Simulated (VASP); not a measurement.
Runs of VASP 6.6.1 on MgH2. The structure is that of space group I4_1/amd (No. 141), or close to it. The cells are those of the table. 

```csv
level,cell,k mesh,gap on the mesh (eV),pressure (GPa),largest force (eV/Å)
r2SCAN,"a = 5.508 Å, angles 139.0, 139.0, 59.3°, 6 atoms",8 × 8 × 8,(b),-2.9,0.06
r2SCAN,"a = 5.347 Å, angles 139.0, 139.0, 59.3°, 6 atoms",8 × 8 × 8,(a),1.2,0.02
r2SCAN,"a = 5.402 Å, angles 139.0, 139.0, 59.3°, 6 atoms",10 × 10 × 10,4.10,-0.4,0.01
PBE,"a = 5.389 Å, angles 139.1, 139.1, 59.3°, 6 atoms",8 × 8 × 8,3.58,1.2,0.03
PBE,"a = 5.402 Å, angles 139.0, 139.0, 59.3°, 6 atoms",10 × 10 × 10,3.58,0.8,0.02
r2SCAN,"a = 5.291 Å, angles 139.0, 139.0, 59.3°, 6 atoms",8 × 8 × 8,4.14,2.9,0.06
r2SCAN,"a = 5.402 Å, angles 139.0, 139.0, 59.3°, 6 atoms",8 × 8 × 8,4.10,-0.4,0.01
PBE,"a = 5.550 Å, angles 139.1, 139.1, 59.3°, 6 atoms",8 × 8 × 8,3.33,-2.6,0.05
```

Alike in all rows: task single point; potentials or basis VASP PAW PBE potentials, release 64 (Mg, H); no spin polarisation; cutoff (eV) 520; smearing gaussian 0.01 eV.

Task: Fill in the values left out.

Result: (a) 4.12; (b) 4.02.

Caveats: the PAW data sets were made with another functional, which shifts forces and pressure a little (at least some runs).

A k mesh can miss the band edges.
